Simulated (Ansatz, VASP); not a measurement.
## WS2: VASP beside Ansatz

```
W S
1.0
     3.12659    0.00000    0.00000
    -1.56330    2.70771   -0.09477
     0.00000   -0.42532   12.15203
W S
2 4
Direct
  0.35608 0.71216 0.24799
  0.64392 0.28784 0.75201
  0.29089 0.58177 0.62341
  0.66984 0.33968 0.11931
  0.33016 0.66032 0.88069
  0.70911 0.41823 0.37659
```

Change from the starting cell: engineering shear strain xz +0.0000, engineering shear strain yz -0.0700.

Alike in both runs: functional LDA; k mesh 12 × 12 × 4; occupations gaussian, width 0.05 eV; no spin polarisation.

Ansatz relaxed the structure, and its values are those at the end. VASP's run is a single point on that final structure, the one shown.

|  | VASP | Ansatz |
| --- | --- | --- |
| version | VASP 6.6.1 | Ansatz 0.2.0 |
| potentials or method | VASP PAW LDA potentials, release 64 (W_sv, S), cutoff 520 eV | scalar-relativistic, plane waves, PAW |
| valence electrons in the cell | 52 | 52 |

```csv
,VASP,Ansatz,Ansatz less VASP
gap on the k mesh at the Fermi level (eV),0.83,0.82,-0.010
least direct gap on the mesh (eV),1.89,1.88,-0.011
pressure (GPa),0.7,0.3,-0.36
rms of the force components (eV/Å),0.020,0.003,-0.0172
```

Ansatz warns that its potentials were made for another functional, while VASP's fit it. LDA's correlation is that of Perdew and Zunger in VASP and of Perdew and Wang (1992) in Ansatz. Ansatz's warnings: stress scf threshold loose.

Neither program's run includes spin-orbit coupling.
